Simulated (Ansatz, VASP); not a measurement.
# GaSb in VASP and in Ansatz

```
Ga Sb
1.0
     0.00000    2.96723    3.05900
     3.05900    0.00000    3.05900
     3.05900    2.96723    0.00000
Ga Sb
1 1
Cartesian
  0.0000 0.0000 0.0000
  4.5885 4.4508 4.5885
```

Change from the starting cell: strain -0.0300 x Voigt [0, 1, 0, 0, 0, 0], atoms carried along.

Alike in both runs: task single point; functional PBEsol; k mesh 14 × 14 × 14; occupations gaussian, width 0.15 eV; no spin polarisation.

|  | VASP | Ansatz |
| --- | --- | --- |
| version | VASP 6.6.1 | Ansatz 0.2.0 |
| potentials or method | VASP PAW PBE potentials, release 64 (Ga_d, Sb), cutoff 520 eV | scalar-relativistic, plane waves, PAW |
| valence electrons in the cell | 18 | 28 |

VASP gave:

```
gap on the k mesh at the Fermi level (eV)                     : 0.09
least direct gap on the mesh (eV)                             : 0.09
pressure (GPa)                                                : 1.6
traceless stress, the component that is largest in VASP (GPa) : 0.85
```

Task: What did Ansatz give for the same quantities?

Result: gap on the k mesh at the Fermi level (eV): 0.07; least direct gap on the mesh (eV): 0.07; pressure (GPa): 1.5; traceless stress, the component that is largest in VASP (GPa): 0.85.

VASP's potentials were made for PBE, not for PBEsol. The functional is the same, so the differences come from potentials, cutoffs and numerics. VASP's potentials hold 18 valence electrons a cell and Ansatz's 28, so a difference there can come from the potentials and not from the codes.

Neither program's run includes spin-orbit coupling.
